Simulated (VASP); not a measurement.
**Ni: single point with PBEsol**

The system is Ni.

```
Ni
1.0
    -1.33056    1.33056    1.33056
     1.33056   -1.33056    1.33056
     1.33056    1.33056   -1.33056
Ni
1
Direct
  0.00000 0.00000 0.00000
```

This cell differs from its parent crystal: volume scaled by 0.9.

- Program: VASP 6.6.1
- Task: single point
- Functional: PBEsol
- Potentials or basis: VASP PAW PBE potentials, release 64 (Ni)
- Cutoff: 520 eV
- k mesh: 21 × 21 × 21
- Occupations: fermi-dirac, width 0.08 eV
- Spin: collinear spin, ferromagnetic start
- Starting moments: [1.0] μB
- Dipole correction: no
- Further INCAR settings: ALGO = Normal; EDIFF = 1e-07; NBANDS = 15

- Pressure: 28.2 GPa
- Band gap on the k mesh: zero (filled and empty bands overlap)
- Net moment: 0.02 μB per cell
- Valence electrons inside the program's atomic spheres: Ni 9.61

Levels at points of the mesh, in eV from the Fermi level:
Spin up:
```csv
k point,band 1,band 2,band 3,band 4,band 5,band 6,band 7,band 8,band 9,band 10
"(0.00, 0.00, 0.00)",-9.92,-2.35,-2.35,-2.35,-0.70,-0.70,27.94,27.94,27.94,33.92
```
Spin down:
| k point | band 1 | band 2 | band 3 | band 4 | band 5 | band 6 | band 7 | band 8 | band 9 | band 10 |
| --- | --- | --- | --- | --- | --- | --- | --- | --- | --- | --- |
| (0.00, 0.00, 0.00) | -9.92 | -2.33 | -2.33 | -2.33 | -0.68 | -0.68 | 27.94 | 27.94 | 27.94 | 33.92 |

It took 91 s on 1 thread of Intel(R) Xeon(R) 6975P-C (Granite Rapids), on a shared host, peak memory 0.17 GiB.

Caveat: the PAW data sets were made with another functional, which shifts forces and pressure a little.
